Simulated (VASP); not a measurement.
# HfB: single point with PBEsol

HfB:

```
CELL_PARAMETERS angstrom
0.00000 2.36775 2.25225
2.36775 0.00000 2.25225
2.36775 2.36775 0.00000
ATOMIC_POSITIONS crystal
Hf 0.50000 0.50000 0.50000
B 0.00000 0.00000 0.00000
```

This cell differs from its parent crystal: strain +0.025 along x and y, -0.025 along z.

```json
{
 "Program": "VASP 6.6.1",
 "Task": "single point",
 "Functional": "PBEsol",
 "Potentials or basis": "VASP PAW PBE potentials, release 64 (Hf_pv, B)",
 "Cutoff": "500 eV",
 "k mesh": "18 × 18 × 18",
 "Occupations": "gaussian, width 0.15 eV",
 "Spin": "no spin polarisation",
 "Dipole correction": "no",
 "Further INCAR settings": "ALGO = Normal; EDIFF = 1e-06; NBANDS = 14"
}
```

The pressure is 19.1 GPa.

Stress tensor (GPa, compression positive):
```
10.86  0.00  0.00
 0.00 10.86  0.00
 0.00  0.00 35.61
```

Levels at points of the mesh, in eV from the Fermi level:
```csv
k point,band 3,band 4,band 5,band 6,band 7,band 8,band 9,band 10,band 11,band 12
"(0.00, 0.00, 0.00)",-28.39,-9.50,1.93,1.93,2.52,3.78,3.80,3.80,4.17,4.29
"(0.50, 0.00, 0.00)",-28.44,-4.98,-4.08,-1.45,-1.29,6.11,6.57,7.40,8.29,13.41
"(0.50, 0.50, 0.00)",-28.67,-6.57,-1.15,-0.54,2.05,2.05,6.13,7.62,7.62,9.17
"(0.50, 0.00, 0.50)",-28.57,-6.70,-1.18,-1.06,2.32,2.58,5.94,7.36,7.91,9.01
```

It took 2.1 min on 1 thread of Intel(R) Xeon(R) Platinum 8259CL CPU @ 2.50GHz (Skylake/Cascade Lake), on a shared host, peak memory 0.28 GiB.

Caveat: the cell differs from its parent crystal (strain +0.025 along x and y, -0.025 along z); the PAW data sets were made with another functional, which shifts forces and pressure a little; spin-orbit coupling is left out, which moves the levels of the heavy elements.
